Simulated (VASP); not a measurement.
Crystal: Al.

```
Al
1.0
     4.54673    0.00000    0.00000
    -2.27337    3.93758    0.00000
     0.00000    0.00000    2.75393
Al
2
Direct
  0.33333 0.66667 0.50000
  0.66667 0.33333 0.50000
```

- Program: VASP 6.6.1
- Task: relaxation of cell and atoms
- Functional: r2SCAN
- Dispersion: D3(BJ)
- Potentials or basis: VASP PAW PBE potentials, release 64 (Al)
- Cutoff: 600 eV
- k mesh: 7 × 7 × 10
- Occupations: fermi-dirac, width 0.05 eV
- Spin: no spin polarisation

At the start: pressure -1.7 GPa; volume 24.65 Å³/atom.

Q: How do energy, volume and symmetry change on relaxing?

A: Over 6 steps the energy falls by 5.4 meV/atom and the volume is 23.77 Å³/atom (-3.6 %); space group P6/mmm (No. 191, to 0.05 Å).

Step by step:
| step | energy change (eV) | largest force (eV/Å) | pressure (GPa) | volume (Å³) |
| --- | --- | --- | --- | --- |
| 1 | 0.0000 | 0.0003 | -1.75 | 49.30 |
| 2 | -0.0107 | 0.0000 | 0.10 | 47.41 |
| 3 | -0.0108 | 0.0000 | -0.03 | 47.53 |
| 4 | -0.0108 | 0.0001 | -0.06 | 47.57 |
| 5 | -0.0108 | 0.0000 | -0.02 | 47.53 |
| 6 | -0.0108 | 0.0000 | -0.03 | 47.53 |

Final structure:
```
Al
1.0
     4.49898    0.00003    0.00000
    -2.24947    3.89624    0.00000
     0.00000    0.00000    2.71169
Al
2
Direct
  0.33333 0.66667 0.50000
  0.66667 0.33333 0.50000
```

Caveat: the PAW data sets were made with another functional, which shifts forces and pressure a little; pairwise dispersion overbinds metals, which lowers pressure and volume.
